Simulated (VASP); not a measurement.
A run of VASP 6.6.1 is set up as follows.

INCAR

```
PREC = Accurate
ENCUT = 520
EDIFF = 1E-6
ISMEAR = -1
SIGMA = 0.02
LREAL = False
LASPH = True
NELM = 60
ALGO = Normal
ISIF = 2
LWAVE = False
LCHARG = False
GGA = PE
NBANDS = 12
```

The input KPOINTS:

```
regular mesh
0
Gamma
  10 10 10
```

Contents of POSCAR:

```
LiF
1.0
   -0.0463235879      2.0982869620      2.0982869620
    2.0982869620     -0.0463235879      2.0982869620
    2.0982869620      2.0982869620     -0.0463235879
Li F
1 1
Direct
   -0.0023066025     -0.0023066025     -0.0023066025
    0.2523066025      0.2523066025      0.2523066025
```

Potentials or basis: VASP PAW PBE potentials, release 64 (Li_sv, F).

Command:

```console
$ cat potpaw_PBE.64/Li_sv/POTCAR potpaw_PBE.64/F/POTCAR > POTCAR
$ mpirun -np 1 vasp_std > vasp.out
```

Problem. Estimate the largest force.

Solution. 0.008 eV/Å.

Problem. Predict the band gap on the k mesh.

Solution. 8.01 eV.

Forces in eV/Å, atoms in the order of the input:
```
Li  -0.004 -0.004 -0.004
F    0.004  0.004  0.004
```

Caveat: the cell differs from its parent crystal (strain along [111] -3.2%). A k mesh can miss the band edges.
